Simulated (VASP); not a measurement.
# Ge (Pm-3m) in VASP: a series of runs

Aim: see how the results for Ge move with the level of theory and the settings. Levels: r2SCAN50, HF, HSE06. Tasks: single point, relaxation of cell and atoms.

All numbers are computed with VASP 6.6.1; they aren't measurements. Logs are shortened: lines on timing, memory, paths and dates and some standing lists are left out, and cuts for length are marked.

## (1) The cell of the first run

It takes space group Pm-3m (No. 221, cubic). Conventional cell: a = 2.710 Å, b = 2.710 Å, c = 2.710 Å, α = 90.00°, β = 90.00°, γ = 90.00°. Ge (site symmetry m-3m) has 6 Ge at 2.71 Å within 3.6 Å.

This isn't the form of Ge at room conditions, which is diamond.

## (2) Single point, r2SCAN50

POSCAR

```
Ge
1.0
    2.7104700000      0.0000000000      0.0000000000
    0.0000000000      2.7104700000      0.0000000000
    0.0000000000      0.0000000000      2.7104700000
Ge
1
Direct
    0.0000000000      0.0000000000      0.0000000000
```

INCAR.step1

```
SYSTEM = Ge
  PREC = Accurate
  ENCUT = 520
  EDIFF = 1E-5
  ISMEAR = -1
  SIGMA = 0.05
  LREAL = .FALSE.
  LASPH = .TRUE.
  NELM = 60
  ALGO = Normal
  ISIF = 2
  LWAVE = .TRUE.
  NBANDS = 13
  GGA = PE
```

INCAR.step2

```
SYSTEM = Ge
  PREC = Accurate
  ENCUT = 520
  EDIFF = 1E-6
  ISMEAR = -1
  SIGMA = 0.05
  LREAL = .FALSE.
  LASPH = .TRUE.
  NELM = 60
  ALGO = Normal
  ISIF = 2
  LWAVE = .FALSE.
  LCHARG = .TRUE.
  METAGGA = R2SCAN
  LHFCALC = .TRUE.
  AEXX = 0.5
  LMIXTAU = .TRUE.
  PRECFOCK = Normal
  LELF = .TRUE.
  LVHAR = .TRUE.
  NBANDS = 13
  ISTART = 1
```

KPOINTS

```
Automatic mesh
0
G
  5 5 5
  0 0 0
```

Potentials or basis: VASP PAW PBE potentials, release 64 (Ge_d).

Started as:

```sh
$ cat potpaw_PBE.64/Ge_d/POTCAR > POTCAR
$ cp INCAR.step1 INCAR
$ mpirun -np 1 vasp_std > vasp.out
$ cp INCAR.step2 INCAR
$ mpirun -np 1 vasp_std > vasp.out
```

OUTCAR:

```text
SYSTEM = Ge
   PREC = Accurate
   ENCUT = 520
   EDIFF = 1E-6
   ISMEAR = -1
   LREAL = .FALSE.
   LASPH = .TRUE.
   NELM = 60
   ISIF = 2
   METAGGA = R2SCAN
   LHFCALC = .TRUE.
   AEXX = 0.5
   PRECFOCK = Normal
   ISTART = 1

 ion  position               nearest neighbor table
   1  0.000  0.000  0.000-

  LATTYP: Found a simple cubic cell.
 ALAT       =     2.7104700000

  Lattice vectors:

 A1 = (   2.7104700000,   0.0000000000,   0.0000000000)
 A2 = (   0.0000000000,   2.7104700000,   0.0000000000)
 A3 = (   0.0000000000,   0.0000000000,   2.7104700000)

Analysis of symmetry for initial positions (statically):
=====================================================================
 Subroutine PRICEL returns:
 Original cell was already a primitive cell.

 Routine SETGRP: Setting up the symmetry group for a
 simple cubic supercell.

 Subroutine GETGRP returns: Found 48 space group operations
 (whereof 48 operations were pure point group operations)
 out of a pool of 48 trial point group operations.

The static configuration has the point symmetry O_h .

Analysis of symmetry for dynamics (positions and initial velocities):
=====================================================================
 Subroutine PRICEL returns:
 Original cell was already a primitive cell.

 Routine SETGRP: Setting up the symmetry group for a
 simple cubic supercell.

 Subroutine GETGRP returns: Found 48 space group operations
 (whereof 48 operations were pure point group operations)
 out of a pool of 48 trial point group operations.

The dynamic configuration has the point symmetry O_h .

 Subroutine INISYM returns: Found 48 space group operations
 (whereof 48 operations are pure point group operations),
 and found     1 'primitive' translations

----------------------------------------------------------------------------------------

                                     Primitive cell

  volume of cell :      19.9129

  direct lattice vectors                    reciprocal lattice vectors
     2.710470000  0.000000000  0.000000000     0.368939704  0.000000000  0.000000000
     0.000000000  2.710470000  0.000000000     0.000000000  0.368939704  0.000000000
     0.000000000  0.000000000  2.710470000     0.000000000  0.000000000  0.368939704

  length of vectors
     2.710470000  2.710470000  2.710470000     0.368939704  0.368939704  0.368939704

  position of ions in fractional coordinates (direct lattice)
     0.000000000  0.000000000  0.000000000

  ion indices of the primitive-cell ions
   primitive index   ion index
                 1           1

----------------------------------------------------------------------------------------

 KPOINTS: Automatic mesh

Automatic generation of k-mesh.
 Grid dimensions read from file:
 generate k-points for:    5    5    5

 Generating k-lattice:

  Cartesian coordinates                     Fractional coordinates (reciprocal lattice)
     0.073787941  0.000000000  0.000000000     0.200000000  0.000000000  0.000000000
     0.000000000  0.073787941  0.000000000     0.000000000  0.200000000  0.000000000
     0.000000000  0.000000000  0.073787941     0.000000000  0.000000000  0.200000000

  Length of vectors
     0.073787941  0.073787941  0.073787941

  Shift w.r.t. Gamma in fractional coordinates (k-lattice)
     0.000000000  0.000000000  0.000000000

 Subroutine IBZKPT returns following result:
 ===========================================

 Found     10 irreducible k-points:

 Following reciprocal coordinates:
            Coordinates               Weight
  0.000000  0.000000  0.000000      1.000000
  0.200000  0.000000  0.000000      6.000000
  0.400000  0.000000  0.000000      6.000000
  0.200000  0.200000  0.000000     12.000000
  0.400000  0.200000  0.000000     24.000000
  0.400000  0.400000  0.000000     12.000000
  0.200000  0.200000  0.200000      8.000000
  0.400000  0.200000  0.200000     24.000000
  0.400000  0.400000  0.200000     24.000000
  0.400000  0.400000  0.400000      8.000000
   k-points           NKPTS =     10   k-points in BZ     NKDIM =    125   number of bands    NBANDS=     13
   number of dos      NEDOS =    301   number of ions     NIONS =      1
   total plane-waves  NPLWV =   8000
   dimension x,y,z NGX =    20 NGY =   20 NGZ =   20
   dimension x,y,z NGXF=    40 NGYF=   40 NGZF=   40
   ions per type =               1
   NGX,Y,Z   is equivalent  to a cutoff of  12.27, 12.27, 12.27 a.u.
   NGXF,Y,Z  is equivalent  to a cutoff of  24.53, 24.53, 24.53 a.u.
 SYSTEM =  Ge
   PREC   = accura    normal or accurate (medium, high low for compatibility)
   ISTART =      1    job   : 0-new  1-cont  2-samecut
   ICHARG =      0    charge: 1-file 2-atom 10-const
   ISPIN  =      1    spin polarized calculation?
   LNONCOLLINEAR =      F non collinear calculations
   LSORBIT =      F    spin-orbit coupling
   LASPH  =      T    aspherical Exc in radial PAW
   ENCUT  =  520.0 eV  38.22 Ry    6.18 a.u.   5.04  5.04  5.04*2*pi/ulx,y,z
   NELM   =     60;   NELMIN=  2; NELMDL=  0     # of ELM steps
   EDIFF  = 0.1E-05   stopping-criterion for ELM
   LREAL  =      F    real-space projection
   EDIFFG = 0.1E-04   stopping-criterion for IOM
   NSW    =      0    number of steps for IOM
   IBRION =     -1    ionic relax: 0-MD 1-quasi-New 2-CG
   NFREE  =      0    steps in history (QN), initial steepest desc. (CG)
   ISIF   =      2    stress and relaxation
   ISYM   =      3    0-nonsym 1-usesym 2-fastsym
   POTIM  = 0.5000    time-step for ionic-motion
   TEBEG  =    0.0;   TEEND  =   0.0 temperature during run
   PSTRESS=    0.0 pullay stress
   NELECT =      14.0000    total number of electrons
   NUPDOWN=      -1.0000    fix difference up-down
   EMIN   =  10.00;   EMAX   =-10.00  energy-range for DOS
   EFERMI =   0.00;   METHOD = LEGACY
   ISMEAR =    -1;   SIGMA  =   0.05  broadening in eV -4-tet -1-fermi 0-gaus
   EFERMI_NEDOS =   21; number of points for ismear=-14 and -15
   IALGO  =     38    algorithm
   IMIX   =      1    mixing-type and parameters
     AMIX     =   0.40;   BMIX     =  1.00
     AMIX_MAG =   1.60;   BMIX_MAG =  1.00
  volume/ion in A,a.u.               =      19.91       134.38
  Fermi-wavevector in a.u.,A,eV,Ry     =   1.455703  2.750881 28.831731  2.119072
  Thomas-Fermi vector in A             =   2.572707
   LORBIT       =      0    0 simple, 1 ext, 2 COOP (PROOUT), +10 PAW based schemes
   METAGGA = R2SCAN    functional components
   LHFCALC =     T    Hartree Fock is set to
   PRECFOCK=normal    Normal, Fast or Accurate (Low or Medium for compatibility)
   ENCUT4O =  -1.0   cutoff for four orbital integrals eV
   NKREDX  =     1    reduce k-point grid by
   NKREDY  =     1    reduce k-point grid by
   NKREDZ  =     1    reduce k-point grid by
   AEXX    =    0.5000 exact exchange contribution
   HFSCREEN=    0.0000 screening length (either q_TF or 0.3 A-1)
   HFSCREENC=   0.0000 screening length for correlation (either q_TF or 0.3 A-1)
   ENCUTFOCK=  -1.0 apply spherical cutoff to Coloumb kernel
   IVDW    =     0    specifies the selected vdW correction
   LEPSILON=     F    determine dielectric tensor
   LRPA    =     F    only Hartree local field effects (RPA)
 non-spin polarized calculation
  energy-cutoff  :      520.00
  volume of cell :       19.91
 maximum number of plane-waves:       543
  NGX = 16; NGY = 16; NGZ = 16

 number of electron      13.9999968 magnetization

 Free energy of the ion-electron system (eV)
  ---------------------------------------------------
  ext. energy  EPLUGINS =         0.00000000
  ---------------------------------------------------
  free energy    TOTEN  =       -11.88249572 eV

  energy without entropy =      -11.87917018  energy(sigma->0) =      -11.88083295

 E-fermi :   4.4191     XC(G=0):  -6.5979

 val. band max:        4.2623715140   @ k =   0.4000   0.4000   0.2000
 cond. band min:       6.8438969774   @ k =   0.4000   0.4000   0.4000
 fundamental gap:      2.5815254634
 Fermi energy:         4.4191462251

 k-point     1 :       0.0000    0.0000    0.0000
  band No.  band energies     occupation
      1     -26.9389      2.00000
      2     -26.9389      2.00000
      3     -26.6902      2.00000
      4     -26.6902      2.00000
      5     -26.6902      2.00000
      6     -11.2438      2.00000
      7      14.8720      0.00000
      8      14.8720      0.00000
      9      14.8720      0.00000
     10      18.2243      0.00000
     11      18.2243      0.00000
     12      21.0954      0.00000
     13      38.0915      0.00000

 k-point     2 :       0.2000    0.0000    0.0000
  band No.  band energies     occupation
      1     -26.9343      2.00000
      2     -26.8745      2.00000
      3     -26.7127      2.00000
      4     -26.7127      2.00000
      5     -26.6883      2.00000
      6     -10.2769      2.00000
      7       7.9509      0.00000
      8      15.6990      0.00000
      9      15.6990      0.00000
     10      18.9947      0.00000
     11      20.8432      0.00000
     12      26.8090      0.00000
     13      31.1540      0.00000

 k-point     3 :       0.4000    0.0000    0.0000
  band No.  band energies     occupation
      1     -26.9269      2.00000
      2     -26.7695      2.00000
      3     -26.7493      2.00000
      4     -26.7493      2.00000
      5     -26.6853      2.00000
      6      -7.5334      2.00000
      7      -0.6392      2.00000
      8      17.6669      0.00000
      9      17.6669      0.00000
     10      21.0920      0.00000
     11      23.0288      0.00000
     12      25.9124      0.00000
     13      25.9124      0.00000
[... 81 lines left out ...]
 k-point     9 :       0.4000    0.4000    0.2000
  band No.  band energies     occupation
      1     -26.8255      2.00000
      2     -26.7735      2.00000
      3     -26.7711      2.00000
      4     -26.7697      2.00000
      5     -26.6566      2.00000
      6      -2.7745      2.00000
      7       3.1698      2.00000
      8       4.2624      1.91667
      9      13.1593      0.00000
     10      14.8269      0.00000
     11      21.2026      0.00000
     12      21.3754      0.00000
     13      26.9947      0.00000

 k-point    10 :       0.4000    0.4000    0.4000
  band No.  band energies     occupation
      1     -26.8196      2.00000
      2     -26.8179      2.00000
      3     -26.8179      2.00000
      4     -26.6529      2.00000
      5     -26.6529      2.00000
      6       0.2463      2.00000
      7       6.8439      0.00000
      8       6.8439      0.00000
      9       9.3195      0.00000
     10      15.2453      0.00000
     11      15.9012      0.00000
     12      15.9012      0.00000
     13      21.4183      0.00000

------------------------ aborting loop because EDIFF is reached ----------------------------------------

  FORCE on cell =-STRESS in cart. coord.  units (eV):
  Direction    XX          YY          ZZ          XY          YZ          ZX
  --------------------------------------------------------------------------------------
  -------------------------------------------------------------------------------------
  Total       -0.4183691     -0.4183691     -0.4183691      0.0000000      0.0000000     -0.0000000
  in kB      -33.6617214    -33.6617214    -33.6617214      0.0000000      0.0000000     -0.0000000
  external PRESSURE =     -33.6617214 kB  Pullay stress =       0.0000000 kB

 VOLUME and BASIS-vectors are now :
 -----------------------------------------------------------------------------
  energy-cutoff  :      520.00
  volume of cell :       19.91
      direct lattice vectors                 reciprocal lattice vectors
     2.710470000  0.000000000  0.000000000     0.368939704  0.000000000  0.000000000
     0.000000000  2.710470000  0.000000000     0.000000000  0.368939704  0.000000000
     0.000000000  0.000000000  2.710470000     0.000000000  0.000000000  0.368939704

 POSITION                                       TOTAL-FORCE (eV/Angst)
 -----------------------------------------------------------------------------------
      0.00000      0.00000      0.00000         0.000000      0.000000      0.000000
 -----------------------------------------------------------------------------------
    total drift:                                0.000000      0.000000     -0.000000

  FREE ENERGIE OF THE ION-ELECTRON SYSTEM (eV)
  ---------------------------------------------------
  free  energy   TOTEN  =       -11.8824957158 eV

  energy  without entropy=      -11.8791701758  energy(sigma->0) =      -11.88083295
```

Wall time 3.2 min (1 thread of Intel Xeon 8259CL, shared host); peak memory 0.14 GiB.

Results:

```
Free energy            : -11.8825 eV
Pressure               : -3.4 GPa
Band gap on the k mesh : zero (bands 7 and 8 overlap by 11.65 eV)
```

Levels at points of the mesh, in eV from the Fermi level:
```tsv
k point	band 4	band 5	band 6	band 7	band 8	band 9
(0.00, 0.00, 0.00)	-31.11	-31.11	-15.66	10.45	10.45	10.45
```

Caveat: the k points lie up to 0.46 Å⁻¹ apart, too coarse for converged energies and pressures of a metal; the PAW data sets were made with another functional, which shifts forces and pressure a little.

## (3) Single point, HF

POSCAR is that of step 2.

INCAR.step1

```
ALGO     = Normal         # electronic algorithm
EDIFF    = 1E-5           # SCF threshold, eV
ENCUT    = 520            # plane-wave cutoff, eV
GGA      = PE             # functional
ISIF     = 2              # what is computed and relaxed
ISMEAR   = -1             # smearing method
LASPH    = T              # aspherical terms in the spheres
LCHARG   = F              # write CHGCAR
LREAL    = F              # projectors in reciprocal space
LWAVE    = T              # write WAVECAR
NBANDS   = 13             # bands
NELM     = 80             # most SCF steps
PREC     = Accurate       # precision mode
SIGMA    = 0.05           # smearing width, eV
```

INCAR.step2

```
AEXX     = 1.0            # exact-exchange fraction
AGGAC    = 0.0          
ALDAC    = 0.0          
ALGO     = Normal         # electronic algorithm
EDIFF    = 1E-7           # SCF threshold, eV
ENCUT    = 520            # plane-wave cutoff, eV
GGA      = PE             # functional
ISIF     = 2              # what is computed and relaxed
ISMEAR   = -1             # smearing method
ISTART   = 1            
LASPH    = T              # aspherical terms in the spheres
LCHARG   = F              # write CHGCAR
LHFCALC  = T              # exact exchange
LREAL    = F              # projectors in reciprocal space
LWAVE    = F              # write WAVECAR
NBANDS   = 13             # bands
NELM     = 80             # most SCF steps
PREC     = Accurate       # precision mode
PRECFOCK = Normal       
SIGMA    = 0.05           # smearing width, eV
```

KPOINTS

```
k-points
0
Gamma
  5 5 5
```

Potentials or basis: VASP PAW PBE potentials, release 64 (Ge_d).

Started as:

```sh
$ cat potpaw_PBE.64/Ge_d/POTCAR > POTCAR
$ cp INCAR.step1 INCAR
$ mpirun -np 1 vasp_std > vasp.out
$ cp INCAR.step2 INCAR
$ mpirun -np 1 vasp_std > vasp.out
```

OUTCAR:

```text
AEXX = 1.0
   EDIFF = 1E-7
   ENCUT = 520
   GGA = PE
   ISIF = 2
   ISMEAR = -1
   ISTART = 1
   LASPH = T
   LHFCALC = T
   LREAL = F
   NELM = 80
   PREC = Accurate
   PRECFOCK = Normal

 ion  position               nearest neighbor table
   1  0.000  0.000  0.000-

  LATTYP: Found a simple cubic cell.
 ALAT       =     2.7104700000

  Lattice vectors:

 A1 = (   2.7104700000,   0.0000000000,   0.0000000000)
[... 328 lines left out ...]
      9      12.2028      0.00000
     10      18.6629      0.00000
     11      19.2736      0.00000
     12      19.2736      0.00000
     13      25.1002      0.00000

------------------------ aborting loop because EDIFF is reached ----------------------------------------

  FORCE on cell =-STRESS in cart. coord.  units (eV):
  Direction    XX          YY          ZZ          XY          YZ          ZX
  --------------------------------------------------------------------------------------
  -------------------------------------------------------------------------------------
  Total        0.4925670      0.4925670      0.4925670     -0.0000000      0.0000000     -0.0000000
  in kB       39.6316466     39.6316466     39.6316466     -0.0000000      0.0000000     -0.0000000
  external PRESSURE =      39.6316466 kB  Pullay stress =       0.0000000 kB

 VOLUME and BASIS-vectors are now :
 -----------------------------------------------------------------------------
  energy-cutoff  :      520.00
  volume of cell :       19.91
      direct lattice vectors                 reciprocal lattice vectors
     2.710470000  0.000000000  0.000000000     0.368939704  0.000000000  0.000000000
     0.000000000  2.710470000  0.000000000     0.000000000  0.368939704  0.000000000
     0.000000000  0.000000000  2.710470000     0.000000000  0.000000000  0.368939704

 POSITION                                       TOTAL-FORCE (eV/Angst)
 -----------------------------------------------------------------------------------
      0.00000      0.00000      0.00000         0.000000      0.000000      0.000000
 -----------------------------------------------------------------------------------
    total drift:                                0.000000      0.000000     -0.000000

  FREE ENERGIE OF THE ION-ELECTRON SYSTEM (eV)
  ---------------------------------------------------
  free  energy   TOTEN  =        -8.0099777973 eV

  energy  without entropy=       -8.0066522573  energy(sigma->0) =       -8.00831503
```

OSZICAR.step1:

```text
N       E                     dE             d eps       ncg     rms          rms(c)
DAV:   1     0.609735536790E+02    0.60974E+02   -0.74143E+03   293   0.301E+03
DAV:   2     0.112439372279E+01   -0.59849E+02   -0.57354E+02   290   0.411E+02
DAV:   3    -0.434012054125E+01   -0.54645E+01   -0.54357E+01   280   0.715E+01
DAV:   4    -0.441236780497E+01   -0.72247E-01   -0.72239E-01   310   0.857E+00
DAV:   5    -0.441310344262E+01   -0.73564E-03   -0.73561E-03   315   0.101E+00    0.135E+00
DAV:   6    -0.440991422870E+01    0.31892E-02   -0.49555E-03   315   0.159E+00    0.776E-01
DAV:   7    -0.440921898897E+01    0.69524E-03   -0.37938E-03   310   0.114E+00    0.710E-02
DAV:   8    -0.440920975421E+01    0.92348E-05   -0.60568E-04   315   0.571E-01    0.302E-02
DAV:   9    -0.440920641105E+01    0.33432E-05   -0.23986E-05   315   0.103E-01
   1 F= -.44092064E+01 E0= -.44075436E+01  d E =-.332557E-02
```

Run time: 4.8 min. Hardware: 1 thread of Intel Xeon 8259CL, shared host; peak memory 0.13 GiB.

Results:

```
Free energy            : -8.0100 eV
Pressure               : 4.0 GPa
Band gap on the k mesh : zero (bands 7 and 8 overlap by 15.10 eV)
```

Levels at points of the mesh, in eV from the Fermi level:
```csv
k point,band 4,band 5,band 6,band 7,band 8,band 9
"(0.00, 0.00, 0.00)",-37.58,-37.58,-18.68,13.61,13.61,13.61
```

Caveat: the k points lie up to 0.46 Å⁻¹ apart, too coarse for converged energies and pressures of a metal; the PAW data sets were made with another functional, which shifts forces and pressure a little.

(Part 1 of 2 ends here.)
